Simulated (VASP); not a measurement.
# Zn3Se (P4/mmm) in VASP: single point with PBE

Aim: the single point of Zn3Se with PBE.

Program: VASP 6.6.1. These are calculated values, not measurements. Logs are shortened: lines on timing, memory, paths and dates and some standing lists are left out, and cuts for length are marked.

## 1. The cell of the first run

Symmetry: P4/mmm, No. 123, tetragonal system. The conventional cell has a = 4.388 Å, b = 4.388 Å, c = 3.709 Å, α = 90.00°, β = 90.00°, γ = 90.00°. Zn (site symmetry mmm) has 10 Zn at 2.87 to 3.71 Å and 4 Se at 2.87 Å within 3.8 Å. Within 3.8 Å of Zn (site symmetry 4/mmm) lie 10 Zn at 2.87 to 3.71 Å and 4 Se at 3.10 Å. Se (site symmetry 4/mmm) has 12 Zn at 2.87 to 3.10 Å and 2 Se at 3.71 Å within 3.8 Å.

The cell was built from a structure type or drawn by symmetry, and may not be a known phase.

## 2. Single point, PBE

Input file INCAR:

```
PREC = Accurate
ENCUT = 520
EDIFF = 1E-6
ISMEAR = 0
SIGMA = 0.1
LREAL = False
LASPH = True
NELM = 100
ALGO = Normal
ISIF = 2
LWAVE = False
LCHARG = True
GGA = PE
LELF = True
LVHAR = True
NBANDS = 29
```

Input file KPOINTS:

```
regular mesh
0
Gamma
  12 12 12
```

Input file POSCAR:

```
Zn3Se
1.0
    4.3881225264      0.0000000000      0.0000000000
    0.0000000000      4.3881225264      0.0000000000
    0.0000000000      0.0000000000      3.7086165181
Zn Se
3 1
Direct
    0.0000000000      0.5000000000      0.5000000000
    0.5000000000      0.0000000000      0.5000000000
    0.5000000000      0.5000000000      0.0000000000
    0.0000000000      0.0000000000      0.0000000000
```

Potentials or basis: VASP PAW PBE potentials, release 64 (Zn, Se).

Run with:

```sh
$ cat potpaw_PBE.64/Zn/POTCAR potpaw_PBE.64/Se/POTCAR > POTCAR
$ mpirun -np 1 vasp_std > vasp.out
```

OUTCAR:

```text
PREC = Accurate
   ENCUT = 520
   EDIFF = 1E-6
   ISMEAR = 0
   LREAL = False
   LASPH = True
   NELM = 100
   ISIF = 2
   GGA = PE

 ion  position               nearest neighbor table
   1  0.000  0.500  0.500-   3 2.87   4 2.87   3 2.87   4 2.87   4 2.87   4 2.87   3 2.87   3 2.87

   2  0.500  0.000  0.500-   3 2.87   4 2.87   3 2.87   4 2.87   3 2.87   3 2.87   4 2.87   4 2.87

   3  0.500  0.500  0.000-   1 2.87   2 2.87   1 2.87   2 2.87   2 2.87   2 2.87   1 2.87   1 2.87

   4  0.000  0.000  0.000-   1 2.87   2 2.87   1 2.87   2 2.87   1 2.87   1 2.87   2 2.87   2 2.87

  LATTYP: Found a simple tetragonal cell.
 ALAT       =     4.3881225264
 C/A-ratio  =     0.8451488070

  Lattice vectors:

 A1 = (   4.3881225264,   0.0000000000,   0.0000000000)
 A2 = (   0.0000000000,   4.3881225264,   0.0000000000)
 A3 = (   0.0000000000,   0.0000000000,   3.7086165181)

Analysis of symmetry for initial positions (statically):
=====================================================================
 Subroutine PRICEL returns:
 Original cell was already a primitive cell.

 Routine SETGRP: Setting up the symmetry group for a
 simple tetragonal supercell.

 Subroutine GETGRP returns: Found 16 space group operations
 (whereof 16 operations were pure point group operations)
 out of a pool of 16 trial point group operations.

The static configuration has the point symmetry D_4h.

Analysis of symmetry for dynamics (positions and initial velocities):
=====================================================================
 Subroutine PRICEL returns:
 Original cell was already a primitive cell.

 Routine SETGRP: Setting up the symmetry group for a
 simple tetragonal supercell.

 Subroutine GETGRP returns: Found 16 space group operations
 (whereof 16 operations were pure point group operations)
 out of a pool of 16 trial point group operations.

The dynamic configuration has the point symmetry D_4h.

 Subroutine INISYM returns: Found 16 space group operations
 (whereof 16 operations are pure point group operations),
 and found     1 'primitive' translations

----------------------------------------------------------------------------------------

                                     Primitive cell

  volume of cell :      71.4117
[... 84 lines left out ...]
   PREC   = accura    normal or accurate (medium, high low for compatibility)
   ISTART =      0    job   : 0-new  1-cont  2-samecut
   ICHARG =      2    charge: 1-file 2-atom 10-const
   ISPIN  =      1    spin polarized calculation?
   LNONCOLLINEAR =      F non collinear calculations
   LSORBIT =      F    spin-orbit coupling
   LASPH  =      T    aspherical Exc in radial PAW
   ENCUT  =  520.0 eV  38.22 Ry    6.18 a.u.   8.16  8.16  6.90*2*pi/ulx,y,z
   NELM   =    100;   NELMIN=  2; NELMDL= -5     # of ELM steps
   EDIFF  = 0.1E-05   stopping-criterion for ELM
   LREAL  =      F    real-space projection
   EDIFFG = 0.1E-04   stopping-criterion for IOM
   NSW    =      0    number of steps for IOM
   IBRION =     -1    ionic relax: 0-MD 1-quasi-New 2-CG
   NFREE  =      0    steps in history (QN), initial steepest desc. (CG)
   ISIF   =      2    stress and relaxation
   ISYM   =      2    0-nonsym 1-usesym 2-fastsym
   POTIM  = 0.5000    time-step for ionic-motion
   TEBEG  =    0.0;   TEEND  =   0.0 temperature during run
   PSTRESS=    0.0 pullay stress
   NELECT =      42.0000    total number of electrons
   NUPDOWN=      -1.0000    fix difference up-down
   EMIN   =  10.00;   EMAX   =-10.00  energy-range for DOS
   EFERMI =   0.00;   METHOD = LEGACY
   ISMEAR =     0;   SIGMA  =   0.10  broadening in eV -4-tet -1-fermi 0-gaus
   EFERMI_NEDOS =   21; number of points for ismear=-14 and -15
   IALGO  =     38    algorithm
   IMIX   =      4    mixing-type and parameters
     AMIX     =   0.40;   BMIX     =  1.00
     AMIX_MAG =   1.60;   BMIX_MAG =  1.00
  volume/ion in A,a.u.               =      17.85       120.48
  Fermi-wavevector in a.u.,A,eV,Ry     =   1.371623  2.591992 25.597319  1.881350
  Thomas-Fermi vector in A             =   2.497303
   LORBIT       =      0    0 simple, 1 ext, 2 COOP (PROOUT), +10 PAW based schemes
   GGA     = PE    functional components
   LHFCALC =     F    Hartree Fock is set to
   AEXX    =    0.0000 exact exchange contribution
   IVDW    =     0    specifies the selected vdW correction
   LEPSILON=     F    determine dielectric tensor
   LRPA    =     F    only Hartree local field effects (RPA)
 non-spin polarized calculation
 Gauss-broadening in eV      SIGMA  =   0.10
  energy-cutoff  :      520.00
  volume of cell :       71.41
 maximum number of plane-waves:      1948
 NGX is ok and might be reduce to    36
   NGX = 17   NGY = 17   NGZ = 13

 number of electron      42.0000021 magnetization

 Free energy of the ion-electron system (eV)
  ---------------------------------------------------
  ext. energy  EPLUGINS =         0.00000000
  ---------------------------------------------------
  free energy    TOTEN  =        -6.31803180 eV

  energy without entropy =       -6.30828001  energy(sigma->0) =       -6.31315591

 E-fermi :   3.4511     XC(G=0): -10.8416

 val. band max:        3.4397571838   @ k =   0.5000   0.1667   0.5000
 cond. band min:       3.4525480377   @ k =   0.5000   0.4167   0.2500
 fundamental gap:      0.0127908539
 Fermi energy:         3.4511113118

 k-point     1 :       0.0000    0.0000    0.0000
  band No.  band energies     occupation
      1     -10.8422      2.00000
      2      -4.4782      2.00000
      3      -4.1413      2.00000
      4      -4.1360      2.00000
      5      -4.1360      2.00000
      6      -4.1139      2.00000
[... 757 lines left out ...]
     28      10.5702      0.00000
     29      10.7899      0.00000

 [... further k-points ...]
[... 5 lines left out ...]
  --------------------------------------------------------------------------------------
  -------------------------------------------------------------------------------------
  Total        0.0618107      0.0618107      0.0402857      0.0000000      0.0000000      0.0000000
  in kB        1.3867718      1.3867718      0.9038405      0.0000000      0.0000000      0.0000000
  external PRESSURE =       1.2257947 kB  Pullay stress =       0.0000000 kB

 VOLUME and BASIS-vectors are now :
 -----------------------------------------------------------------------------
  energy-cutoff  :      520.00
  volume of cell :       71.41
      direct lattice vectors                 reciprocal lattice vectors
     4.388122526  0.000000000  0.000000000     0.227887894  0.000000000  0.000000000
     0.000000000  4.388122526  0.000000000     0.000000000  0.227887894  0.000000000
     0.000000000  0.000000000  3.708616518     0.000000000  0.000000000  0.269642330

 POSITION                                       TOTAL-FORCE (eV/Angst)
 -----------------------------------------------------------------------------------
      0.00000      2.19406      1.85431         0.000000      0.000000      0.000000
      2.19406      0.00000      1.85431         0.000000      0.000000      0.000000
      2.19406      2.19406      0.00000         0.000000      0.000000      0.000000
      0.00000      0.00000      0.00000         0.000000      0.000000      0.000000
 -----------------------------------------------------------------------------------
    total drift:                                0.000000      0.000000      0.000000

  FREE ENERGIE OF THE ION-ELECTRON SYSTEM (eV)
  ---------------------------------------------------
  free  energy   TOTEN  =        -6.3180317980 eV

  energy  without entropy=       -6.3082800149  energy(sigma->0) =       -6.31315591
```

Wall time 11 min (1 thread of Intel Xeon 8259CL, shared host); peak memory 0.44 GiB.

Results:

```
Free energy            : -6.3180 eV
Pressure               : 0.1 GPa
Band gap on the k mesh : zero (bands 21 and 22 overlap by 4.17 eV)
```

Levels at points of the mesh, in eV from the Fermi level:
```csv
k point,band 17,band 18,band 19,band 20,band 21,band 22,band 23,band 24,band 25,band 26
"(0.00, 0.00, 0.00)",-5.44,-4.24,-4.24,-2.58,-0.76,1.85,2.83,2.83,4.46,7.50
"(0.50, 0.00, 0.00)",-6.72,-3.21,-3.10,-1.79,-0.45,0.52,3.03,3.05,3.27,6.95
"(0.50, 0.50, 0.00)",-5.95,-5.95,-5.25,-1.23,1.96,2.37,2.37,4.87,4.87,5.87
"(0.00, 0.00, 0.50)",-6.73,-3.15,-2.44,-2.44,-0.25,1.25,1.25,1.31,1.91,6.07
"(0.50, 0.00, 0.50)",-5.60,-5.32,-4.52,-1.98,0.18,1.03,1.43,2.93,3.37,3.69
"(0.50, 0.50, 0.50)",-5.45,-4.95,-4.95,-2.35,-2.21,-2.21,-1.93,5.21,5.21,7.78
```
